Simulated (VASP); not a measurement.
# Si (Fd-3m) in VASP: further runs, part 2 of 2

VASP 6.6.1.

**3. Single point, PBE**

This run uses another cell than the first one, of 19.38 Å³/atom, 1.032 times its volume.

The input, INCAR:

```
  PREC = Accurate
  ENCUT = 520
  EDIFF = 1E-7
  ISMEAR = 0
  SIGMA = 0.01
  LREAL = False
  LASPH = True
  NELM = 80
  ALGO = Normal
  ISIF = 2
  LWAVE = False
  LCHARG = False
  GGA = PE
  NBANDS = 11
```

The input, KPOINTS:

```
regular mesh
0
Gamma
  6 6 6
```

The input, POSCAR:

```
Si
1.0
    0.0000000000      2.6861484289      2.6861484289
    2.6861484289      0.0000000000      2.6861484289
    2.6861484289      2.6861484289      0.0000000000
Si
2
Direct
    0.7500000000      0.7500000000      0.7500000000
    0.5000000000      0.5000000000      0.5000000000
```

Potentials or basis: VASP PAW PBE potentials, release 64 (Si).

The run is started by

```
cat potpaw_PBE.64/Si/POTCAR > POTCAR
mpirun -np 1 vasp_std > vasp.out
```

OUTCAR:

```text
PREC = Accurate
   ENCUT = 520
   EDIFF = 1E-7
   ISMEAR = 0
   LREAL = False
   LASPH = True
   NELM = 80
   ISIF = 2
   GGA = PE

 ion  position               nearest neighbor table
   1  0.750  0.750  0.750-   2 2.33   2 2.33   2 2.33   2 2.33
   2  0.500  0.500  0.500-   1 2.33   1 2.33   1 2.33   1 2.33

  LATTYP: Found a face centered cubic cell.
 ALAT       =     5.3722968578

  Lattice vectors:

 A1 = (   0.0000000000,   2.6861484289,   2.6861484289)
 A2 = (   2.6861484289,   0.0000000000,   2.6861484289)
 A3 = (   2.6861484289,   2.6861484289,   0.0000000000)

Analysis of symmetry for initial positions (statically):
=====================================================================
 Subroutine PRICEL returns:
 Original cell was already a primitive cell.

 Routine SETGRP: Setting up the symmetry group for a
 face centered cubic supercell.

 Subroutine GETGRP returns: Found 48 space group operations
 (whereof 24 operations were pure point group operations)
 out of a pool of 48 trial point group operations.

The static configuration has the point symmetry T_d .
 The point group associated with its full space group is O_h .
[... 162 lines left out ...]
      1      -6.0181      2.00000
      2       6.1674      2.00000
      3       6.1674      2.00000
      4       6.1674      2.00000
      5       8.7421      0.00000
      6       8.7421      0.00000
      7       8.7421      0.00000
      8       9.9205      0.00000
      9      13.8986      0.00000
     10      13.8986      0.00000
     11      14.2571      0.00000
[... 197 lines left out ...]
 k-point    16 :      -0.3333    0.5000    0.1667
  band No.  band energies     occupation
      1      -1.6228      2.00000
      2      -1.6228      2.00000
      3       2.3945      2.00000
      4       2.3945      2.00000
      5       8.9082      0.00000
      6       8.9082      0.00000
      7      13.0492      0.00000
      8      13.0492      0.00000
      9      16.9392      0.00000
     10      16.9392      0.00000
     11      19.3888      0.00000

------------------------ aborting loop because EDIFF is reached ----------------------------------------

  FORCE on cell =-STRESS in cart. coord.  units (eV):
  Direction    XX          YY          ZZ          XY          YZ          ZX
  --------------------------------------------------------------------------------------
  -------------------------------------------------------------------------------------
  Total        1.3086747      1.3086747      1.3086747      0.0000000      0.0000000      0.0000000
  in kB       54.0906584     54.0906584     54.0906584      0.0000000      0.0000000      0.0000000
  external PRESSURE =      54.0906584 kB  Pullay stress =       0.0000000 kB

 VOLUME and BASIS-vectors are now :
 -----------------------------------------------------------------------------
  energy-cutoff  :      520.00
  volume of cell :       38.76
      direct lattice vectors                 reciprocal lattice vectors
     0.000000000  2.686148429  2.686148429    -0.186140123  0.186140123  0.186140123
     2.686148429  0.000000000  2.686148429     0.186140123 -0.186140123  0.186140123
     2.686148429  2.686148429  0.000000000     0.186140123  0.186140123 -0.186140123

 POSITION                                       TOTAL-FORCE (eV/Angst)
 -----------------------------------------------------------------------------------
      4.02922      4.02922      4.02922         0.000000      0.000000      0.000000
      2.68615      2.68615      2.68615        -0.000000     -0.000000     -0.000000
 -----------------------------------------------------------------------------------
    total drift:                               -0.000000      0.000000     -0.000000

  FREE ENERGIE OF THE ION-ELECTRON SYSTEM (eV)
  ---------------------------------------------------
  free  energy   TOTEN  =       -10.7916121269 eV

  energy  without entropy=      -10.7916121269  energy(sigma->0) =      -10.79161213
```

OSZICAR:

```text
N       E                     dE             d eps       ncg     rms          rms(c)
DAV:   1     0.852603820514E+01    0.85260E+01   -0.33425E+03   352   0.599E+02
DAV:   2    -0.104476981429E+02   -0.18974E+02   -0.18397E+02   500   0.898E+01
DAV:   3    -0.109921646889E+02   -0.54447E+00   -0.54271E+00   435   0.132E+01
DAV:   4    -0.109958322781E+02   -0.36676E-02   -0.36670E-02   429   0.136E+00
DAV:   5    -0.109958650287E+02   -0.32751E-04   -0.32750E-04   443   0.116E-01    0.511E+00
DAV:   6    -0.108535720753E+02    0.14229E+00   -0.82859E-02   385   0.118E+00    0.313E+00
DAV:   7    -0.107900741976E+02    0.63498E-01   -0.15608E-01   400   0.174E+00    0.218E-01
DAV:   8    -0.107913828383E+02   -0.13086E-02   -0.65900E-03   406   0.442E-01    0.845E-02
DAV:   9    -0.107915844265E+02   -0.20159E-03   -0.18868E-04   455   0.855E-02    0.622E-02
DAV:  10    -0.107916115152E+02   -0.27089E-04   -0.23602E-05   411   0.279E-02    0.698E-03
DAV:  11    -0.107916119649E+02   -0.44967E-06   -0.21396E-06   425   0.762E-03    0.350E-03
DAV:  12    -0.107916120741E+02   -0.10928E-06   -0.43541E-07   400   0.415E-03    0.233E-03
DAV:  13    -0.107916121269E+02   -0.52753E-07   -0.47563E-09   248   0.467E-04
   1 F= -.10791612E+02 E0= -.10791612E+02  d E =-.657358E-73
```

stdout:

```text
POSCAR found type information on POSCAR Si
 POSCAR found :  1 types and       2 ions
 scaLAPACK will be used
 LDA part: xc-table for (Slater+PW92), standard interpolation
 POSCAR, INCAR and KPOINTS ok, starting setup
 FFT: planning ... GRIDC
 FFT: planning ... GRID_SOFT
 FFT: planning ... GRID
 WAVECAR not read
 entering main loop
```

Wall time 16 s (1 thread of Intel Xeon 8259CL, shared host); peak memory 0.14 GiB.

Results:

```yaml
Free_energy: -10.7916 eV
Pressure: 5.4 GPa
Band_gap_on_the_k_mesh: 0.64 eV, indirect (least direct gap 2.57 eV)
```

Levels at points of the mesh, in eV from the valence-band top:
```tsv
k point	band 2	band 3	band 4	band 5	band 6	band 7
(0.00, 0.00, 0.00)	0.00	0.00	0.00	2.57	2.57	2.57
(0.50, 0.00, 0.00)	-7.12	-1.23	-1.23	1.65	3.32	3.32
(0.50, 0.50, 0.00)	-7.92	-2.94	-2.94	0.64	0.64	10.40
```

**4. Single point, PBE**

This run uses another cell than the first one, of 19.98 Å³/atom, 1.064 times its volume.

The input, INCAR:

```
SYSTEM = Si
ALGO = Normal ; EDIFF = 1E-7
ENCUT = 520 ; GGA = PE
ISIF = 2 ; ISMEAR = 0
LASPH = .True. ; LCHARG = .False.
LREAL = .False. ; LWAVE = .False.
NBANDS = 11 ; NELM = 60
PREC = Accurate ; SIGMA = 0.01
```

The input, KPOINTS:

```
k-points
0
Gamma
  6 6 6
  0 0 0
```

The input, POSCAR:

```
Si
1.0
    0.0000000000      2.7135600000      2.7135600000
    2.7135600000      0.0000000000      2.7135600000
    2.7135600000      2.7135600000      0.0000000000
Si
2
Direct
    0.7500000000      0.7500000000      0.7500000000
    0.5000000000      0.5000000000      0.5000000000
```

The run is started by

```
cat potpaw_PBE.64/Si/POTCAR > POTCAR
mpirun -np 1 vasp_std > vasp.out
```

Run time: 20 s. Hardware: 1 thread of Intel Xeon 8259CL, shared host; peak memory 0.15 GiB.

Results (log left out):

| Property | Result |
| --- | --- |
| Free energy | -10.8199 eV |
| Pressure | 2.2 GPa |
| Band gap on the k mesh | 0.70 eV, indirect (least direct gap 2.56 eV) |

Levels at points of the mesh, in eV from the valence-band top:
| k point | band 1 | band 2 | band 3 | band 4 | band 5 | band 6 | band 7 | band 8 |
| --- | --- | --- | --- | --- | --- | --- | --- | --- |
| (0.00, 0.00, 0.00) | -11.97 | 0.00 | 0.00 | 0.00 | 2.56 | 2.56 | 2.56 | 3.40 |
| (0.50, 0.00, 0.00) | -9.64 | -6.98 | -1.20 | -1.20 | 1.55 | 3.34 | 3.34 | 7.73 |
| (0.50, 0.50, 0.00) | -7.82 | -7.82 | -2.86 | -2.86 | 0.70 | 0.70 | 10.13 | 10.13 |

A k mesh can miss the band edges. Expect the measured gap to be larger: semilocal functionals such as PBE lack the derivative discontinuity.

**5. Single point, PBE**

This run uses another cell than the first one, of 20.58 Å³/atom, 1.096 times its volume.

The input, INCAR:

```
SYSTEM = Si
  PREC = Accurate
  ENCUT = 520
  EDIFF = 1E-6
  ISMEAR = 0
  SIGMA = 0.01
  LREAL = .FALSE.
  LASPH = .TRUE.
  NELM = 100
  ALGO = Normal
  ISIF = 2
  LWAVE = .FALSE.
  LCHARG = .FALSE.
  GGA = PE
  NBANDS = 11
```

The input, KPOINTS:

```
regular mesh
0
G
  6 6 6
  0 0 0
```

The input, POSCAR:

```
Si
1.0
    0.0000000000      2.7404286781      2.7404286781
    2.7404286781      0.0000000000      2.7404286781
    2.7404286781      2.7404286781      0.0000000000
Si
2
Direct
    0.7500000000      0.7500000000      0.7500000000
    0.5000000000      0.5000000000      0.5000000000
```

The run is started by

```
cat potpaw_PBE.64/Si/POTCAR > POTCAR
mpirun -np 1 vasp_std > vasp.out
```

Wall time 18 s (1 thread of Intel Xeon 8259CL, shared host); peak memory 0.15 GiB.

The run converged. Its results:

```yaml
Free_energy: -10.8260 eV
Pressure: -0.5 GPa
Band_gap_on_the_k_mesh: 0.76 eV, indirect (least direct gap 2.55 eV)
```

Levels at points of the mesh, in eV from the valence-band top:
| k point | band 1 | band 2 | band 3 | band 4 | band 5 | band 6 | band 7 | band 8 |
| --- | --- | --- | --- | --- | --- | --- | --- | --- |
| (0.00, 0.00, 0.00) | -11.77 | 0.00 | 0.00 | 0.00 | 2.55 | 2.55 | 2.55 | 3.06 |
| (0.50, 0.00, 0.00) | -9.51 | -6.84 | -1.17 | -1.17 | 1.44 | 3.35 | 3.35 | 7.69 |
| (0.50, 0.50, 0.00) | -7.73 | -7.73 | -2.78 | -2.78 | 0.76 | 0.76 | 9.88 | 9.88 |

A k mesh can miss the band edges.

**6. Single point, PBE**

This run uses another cell than the first one, of 21.18 Å³/atom, 1.128 times its volume.

The input, INCAR:

```
SYSTEM = Si
PREC = Accurate
ENCUT = 520
EDIFF = 1E-6
ISMEAR = 0
SIGMA = 0.01
LREAL = .FALSE.
LASPH = .TRUE.
NELM = 60
ALGO = Normal
ISIF = 2
LWAVE = .FALSE.
LCHARG = .FALSE.
GGA = PE
NBANDS = 11
```

The input, KPOINTS:

```
Automatic mesh
0
G
  6 6 6
  0 0 0
```

The input, POSCAR:

```
Si
1.0
    0.0000000000      2.7667805704      2.7667805704
    2.7667805704      0.0000000000      2.7667805704
    2.7667805704      2.7667805704      0.0000000000
Si
2
Direct
    0.7500000000      0.7500000000      0.7500000000
    0.5000000000      0.5000000000      0.5000000000
```

Potentials or basis: VASP PAW PBE potentials, release 64 (Si).

The run is started by

```
cat potpaw_PBE.64/Si/POTCAR > POTCAR
mpirun -np 1 vasp_std > vasp.out
```

OUTCAR:

```text
SYSTEM = Si
   PREC = Accurate
   ENCUT = 520
   EDIFF = 1E-6
   ISMEAR = 0
   LREAL = .FALSE.
   LASPH = .TRUE.
   NELM = 60
   ISIF = 2
   GGA = PE

 ion  position               nearest neighbor table
   1  0.750  0.750  0.750-   2 2.40   2 2.40   2 2.40   2 2.40
   2  0.500  0.500  0.500-   1 2.40   1 2.40   1 2.40   1 2.40

  LATTYP: Found a face centered cubic cell.
 ALAT       =     5.5335611408

  Lattice vectors:

 A1 = (   0.0000000000,   2.7667805704,   2.7667805704)
 A2 = (   2.7667805704,   0.0000000000,   2.7667805704)
 A3 = (   2.7667805704,   2.7667805704,   0.0000000000)

Analysis of symmetry for initial positions (statically):
=====================================================================
 Subroutine PRICEL returns:
 Original cell was already a primitive cell.

 Routine SETGRP: Setting up the symmetry group for a
 face centered cubic supercell.

 Subroutine GETGRP returns: Found 48 space group operations
 (whereof 24 operations were pure point group operations)
 out of a pool of 48 trial point group operations.

The static configuration has the point symmetry T_d .
 The point group associated with its full space group is O_h .
[... 164 lines left out ...]
      2       5.2786      2.00000
      3       5.2786      2.00000
      4       5.2786      2.00000
      5       7.8162      0.00000
      6       7.8162      0.00000
      7       7.8162      0.00000
      8       8.0160      0.00000
      9      12.9641      0.00000
     10      12.9641      0.00000
     11      13.0200      0.00000
[... 197 lines left out ...]
 k-point    16 :      -0.3333    0.5000    0.1667
  band No.  band energies     occupation
      1      -2.2565      2.00000
      2      -2.2565      2.00000
      3       1.8505      2.00000
      4       1.8505      2.00000
      5       8.0280      0.00000
      6       8.0280      0.00000
      7      11.8326      0.00000
      8      11.8326      0.00000
      9      15.5139      0.00000
     10      15.5139      0.00000
     11      17.7955      0.00000

------------------------ aborting loop because EDIFF is reached ----------------------------------------

  FORCE on cell =-STRESS in cart. coord.  units (eV):
  Direction    XX          YY          ZZ          XY          YZ          ZX
  --------------------------------------------------------------------------------------
  -------------------------------------------------------------------------------------
  Total       -0.7608442     -0.7608442     -0.7608442      0.0000000      0.0000000     -0.0000000
  in kB      -28.7774399    -28.7774399    -28.7774399      0.0000000      0.0000000     -0.0000000
  external PRESSURE =     -28.7774399 kB  Pullay stress =       0.0000000 kB

 VOLUME and BASIS-vectors are now :
 -----------------------------------------------------------------------------
  energy-cutoff  :      520.00
  volume of cell :       42.36
      direct lattice vectors                 reciprocal lattice vectors
     0.000000000  2.766780570  2.766780570    -0.180715452  0.180715452  0.180715452
     2.766780570  0.000000000  2.766780570     0.180715452 -0.180715452  0.180715452
     2.766780570  2.766780570  0.000000000     0.180715452  0.180715452 -0.180715452

 POSITION                                       TOTAL-FORCE (eV/Angst)
 -----------------------------------------------------------------------------------
      4.15017      4.15017      4.15017         0.000000      0.000000      0.000000
      2.76678      2.76678      2.76678        -0.000000     -0.000000     -0.000000
 -----------------------------------------------------------------------------------
    total drift:                                0.000000     -0.000000     -0.000000

  FREE ENERGIE OF THE ION-ELECTRON SYSTEM (eV)
  ---------------------------------------------------
  free  energy   TOTEN  =       -10.8130285655 eV

  energy  without entropy=      -10.8130285655  energy(sigma->0) =      -10.81302857
```

OSZICAR:

```text
N       E                     dE             d eps       ncg     rms          rms(c)
DAV:   1     0.900129936626E+01    0.90013E+01   -0.32824E+03   352   0.588E+02
DAV:   2    -0.104085847554E+02   -0.19410E+02   -0.18681E+02   488   0.853E+01
DAV:   3    -0.109611687313E+02   -0.55258E+00   -0.55116E+00   460   0.128E+01
DAV:   4    -0.109655886808E+02   -0.44199E-02   -0.44195E-02   410   0.147E+00
DAV:   5    -0.109656345716E+02   -0.45891E-04   -0.45890E-04   467   0.141E-01    0.455E+00
DAV:   6    -0.108612038938E+02    0.10443E+00   -0.56029E-02   405   0.979E-01    0.276E+00
DAV:   7    -0.108113716164E+02    0.49832E-01   -0.11401E-01   397   0.151E+00    0.148E-01
DAV:   8    -0.108127649426E+02   -0.13933E-02   -0.54276E-03   403   0.391E-01    0.775E-02
DAV:   9    -0.108130039467E+02   -0.23900E-03   -0.23785E-04   449   0.911E-02    0.551E-02
DAV:  10    -0.108130273870E+02   -0.23440E-04   -0.20082E-05   403   0.261E-02    0.438E-03
DAV:  11    -0.108130284062E+02   -0.10193E-05   -0.21233E-06   436   0.754E-03    0.299E-03
DAV:  12    -0.108130285655E+02   -0.15931E-06   -0.47751E-07   370   0.427E-03
   1 F= -.10813029E+02 E0= -.10813029E+02  d E =-.237750E-11
```

stdout:

```text
POSCAR found type information on POSCAR Si
 POSCAR found :  1 types and       2 ions
 scaLAPACK will be used
 LDA part: xc-table for (Slater+PW92), standard interpolation
 POSCAR, INCAR and KPOINTS ok, starting setup
 FFT: planning ... GRIDC
 FFT: planning ... GRID_SOFT
 FFT: planning ... GRID
 WAVECAR not read
 entering main loop
```

Wall time 16 s (1 thread of Intel Xeon 8259CL, shared host); peak memory 0.15 GiB.

Results:

```yaml
Free_energy: -10.8130 eV
Pressure: -2.9 GPa
Band_gap_on_the_k_mesh: 0.80 eV, indirect (least direct gap 2.49 eV)
```

Levels at points of the mesh, in eV from the valence-band top:
| k point | band 2 | band 3 | band 4 | band 5 | band 6 | band 7 |
| --- | --- | --- | --- | --- | --- | --- |
| (0.00, 0.00, 0.00) | 0.00 | 0.00 | 0.00 | 2.54 | 2.54 | 2.54 |
| (0.50, 0.00, 0.00) | -6.71 | -1.15 | -1.15 | 1.34 | 3.36 | 3.36 |
| (0.50, 0.50, 0.00) | -7.64 | -2.70 | -2.70 | 0.81 | 0.81 | 9.64 |

**7. Summary**

| cell | gap on the mesh (eV) | pressure (GPa) |
| --- | --- | --- |
| a = 3.759 Å, angles 60.0°, 2 atoms | 0.57 | 9.1 |
| a = 3.799 Å, angles 60.0°, 2 atoms | 0.64 | 5.4 |
| a = 3.838 Å, angles 60.0°, 2 atoms | 0.70 | 2.2 |
| a = 3.876 Å, angles 60.0°, 2 atoms | 0.76 | -0.5 |
| a = 3.913 Å, angles 60.0°, 2 atoms | 0.80 | -2.9 |

Alike in all rows: task single point; level PBE; potentials or basis VASP PAW PBE potentials, release 64 (Si); no spin polarisation; k mesh 6 × 6 × 6; cutoff (eV) 520; smearing gaussian 0.01 eV.

Total energies depend on the potentials used, so only differences within one code and one set of settings carry meaning.
